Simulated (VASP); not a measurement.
A run of VASP 6.6.1:

Contents of INCAR:

```
SYSTEM = Si8NO14
PREC = Accurate ; ENCUT = 520
EDIFF = 1E-6 ; ISMEAR = -1
SIGMA = 0.02 ; LREAL = .FALSE.
LASPH = .TRUE. ; NELM = 200
ALGO = Normal ; ISIF = 2
LWAVE = .FALSE. ; LCHARG = .FALSE.
ISPIN = 2 ; MAGMOM = 0 0 0 0 0 0 0 0 0 0 0 0.07 0 0 0 0 0.09 0 0 0.1 0 0 0.28
LORBIT = 11 ; GGA = PS
NELECT = 119.0 ; NBANDS = 82
GGA_COMPAT = .FALSE.
```

File KPOINTS:

```
regular mesh
0
G
  2 2 2
  0 0 0
```

Contents of POSCAR:

```
Si8NO14
1.0
   -5.6578710000     -5.2657200000      0.0000000000
    4.5381290000     -5.2657200000      0.0000000000
    2.0996240000      2.2758520000      6.2331600000
Si O N
8 14 1
Direct
    0.7114185568      0.5760341670      0.2151842725
    0.9805662925      0.3484737979      0.6055305816
    0.9689819525      0.4169781977      0.0482729466
    0.2891822722      0.4547023292      0.4540189888
    0.2166652152      0.0926256521      0.2536681234
    0.4559366586      0.8372216738      0.6021963178
    0.4026352749      0.8205058839      0.0007715188
    0.7945120577      0.9482684073      0.4969277221
    0.7908396870      0.8007492649      0.3141345642
    0.9479917889      0.1104761627      0.5782888615
    0.7616158286      0.5044134853      0.0228410630
    0.1322450143      0.5510769928      0.2342227698
    0.0040206363      0.1939668252      0.1338309942
    0.7872673908      0.4351190013      0.4111508448
    0.1796266773      0.4001318586      0.5989884745
    0.9860206211      0.4276974041      0.8275574508
    0.3755261157      0.2581990783      0.3852840293
    0.4605566734      0.6064307379      0.5823287065
    0.4747002118      0.6166182190      0.1048456962
    0.2523061651      0.9265676031      0.4260602969
    0.6463987847      0.9256039330      0.5918654422
    0.4693198495      0.9029640046      0.8379457611
    0.2622300336     -0.0427981951      0.0693373826
```

Potentials or basis: VASP PAW PBE potentials, release 64 (Si, O, N).

The run is started by

```sh
$ cat potpaw_PBE.64/Si/POTCAR potpaw_PBE.64/O/POTCAR potpaw_PBE.64/N/POTCAR > POTCAR
$ mpirun -np 1 vasp_std > vasp.out
```

Hardware: 1 thread of Oxide Virtual Turin-like Processor, with other jobs on the host.

Question: How long does it take, and how much memory?

Answer: Run time: 19 min on 1 thread of Oxide Virtual Turin-like Processor, with other jobs on the host, peak memory 0.68 GiB. Counts: scf iterations 18, k points 8.
